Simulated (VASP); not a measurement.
A run of VASP 6.6.1 is set up as follows.

The input INCAR:

```
SYSTEM = SnO2
PREC = Accurate ; ENCUT = 520
EDIFF = 1E-7 ; ISMEAR = 0
SIGMA = 0.05 ; LREAL = .FALSE.
LASPH = .TRUE. ; NELM = 100
ALGO = Normal ; ISIF = 2
LWAVE = .FALSE. ; LCHARG = .FALSE.
GGA = PE ; NBANDS = 35
```

The input KPOINTS:

```
regular mesh
0
G
  6 6 8
  0 0 0
```

POSCAR

```
SnO2
1.0
    4.8277049961      0.0000000000      0.0000000000
    0.0000000000      4.8277049961      0.0000000000
    0.0000000000      0.0000000000      3.2379909406
Sn O
2 4
Direct
    0.0000000000      0.0000000000      0.0000000000
    0.5000000000      0.5000000000      0.5000000000
    0.3505456408      0.2626645318      0.0000000000
    0.1494543592      0.7626645318      0.5000000000
    0.6494543592      0.7373354682      0.0000000000
    0.8505456408      0.2373354682      0.5000000000
```

Potentials or basis: VASP PAW PBE potentials, release 64 (Sn_d, O).

Command:

```bash
$ cat potpaw_PBE.64/Sn_d/POTCAR potpaw_PBE.64/O/POTCAR > POTCAR
$ mpirun -np 1 vasp_std > vasp.out
```

Question: Predict the pressure.

Answer: -2.6 GPa.

Question: What does it give for the band gap on the k mesh?

Answer: 1.06 eV, indirect (least direct gap 1.23 eV).

Stress tensor (GPa, compression positive):
```
-1.21  0.00  0.00
 0.00 -3.94  0.00
 0.00  0.00 -2.66
```

Caveat: spin-orbit coupling is left out, which moves the levels of the heavy elements. A k mesh can miss the band edges.
